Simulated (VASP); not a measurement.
In, 2 atoms in the cell. Symmetry: P6_3/mmc, No. 194, hexagonal system. Conventional cell: a = 3.279 Å, b = 3.279 Å, c = 5.416 Å, α = 90.00°, β = 90.00°, γ = 120.00°. In (site symmetry -6m2) has 12 In at 3.28 to 3.30 Å within 4.3 Å. This isn't the form of In at room conditions, which is tetragonal.

```yaml
Program: VASP 6.6.1
Task: single point
Functional: r2SCAN
Potentials_or_basis: VASP PAW PBE potentials, release 64 (In_d)
Cutoff: 520 eV
k_mesh: 8 × 8 × 4
Occupations: fermi-dirac, width 0.1 eV
Spin: no spin polarisation
Dipole_correction: no
Further_INCAR_settings: ALGO = Normal; EDIFF = 1e-07; NBANDS = 20
```

Potentials or basis: VASP PAW PBE potentials, release 64 (In_d).

Launch:

```sh
$ cat potpaw_PBE.64/In_d/POTCAR > POTCAR
$ cp INCAR.step1 INCAR
$ mpirun -np 1 vasp_std > vasp.out
$ cp INCAR.step2 INCAR
$ mpirun -np 1 vasp_std > vasp.out
```

Hardware: 1 thread of Intel(R) Xeon(R) 6975P-C (Granite Rapids) (shared host).

Task: How long does it take, and how much memory?

Result: Wall time 51 s on 1 thread of Intel(R) Xeon(R) 6975P-C (Granite Rapids) (shared host), peak memory 0.18 GiB. Counts: k points 30.
